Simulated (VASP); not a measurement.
Here is a VASP 6.6.1 calculation.

The input INCAR:

```
PREC = Accurate ; ENCUT = 600
EDIFF = 1E-7 ; ISMEAR = 0
SIGMA = 0.1 ; LREAL = False
LASPH = True ; NELM = 60
ALGO = Normal ; ISIF = 3
LWAVE = False ; LCHARG = False
GGA = PE ; IBRION = 2
NSW = 90 ; EDIFFG = -0.04
```

Contents of KPOINTS:

```
regular mesh
0
Gamma
  4 4 6
```

Contents of POSCAR:

```
CuH4
1.0
    3.4811870700     -3.4811870700      0.0000000000
    3.4811870700      3.4811870700      0.0000000000
    0.0000000000      0.0000000000      3.2000422800
Cu H
1 4
Direct
    0.0000000000      0.0000000000      0.0000000000
    0.6950000000      0.3050000000      0.0000000000
    0.3050000000      0.6950000000      0.0000000000
    0.8050000000      0.8050000000      0.5000000000
    0.1950000000      0.1950000000      0.5000000000
```

Potentials or basis: VASP PAW PBE potentials, release 64 (Cu, H).

The run is started by

```sh
$ cat potpaw_PBE.64/Cu/POTCAR potpaw_PBE.64/H/POTCAR > POTCAR
$ mpirun -np 1 vasp_std > vasp.out
```

Task: Predict the relaxed volume.

Result: 11.79 Å³/atom.

Task: What does it give for the space group after relaxing (to 0.05 Å)?

Result: Cmmm (No. 65).

Task: Predict the relaxed cell.

Result: a = 5.118 Å, b = 5.118 Å, c = 2.398 Å, α = 90.00°, β = 90.00°, γ = 69.79°.

Stress tensor (GPa, compression positive):
```
0.00 0.00 0.00
0.00 0.27 0.00
0.00 0.00 0.39
```

Caveat: the volume moved by over 15 % at a fixed basis, so the end points are rough.
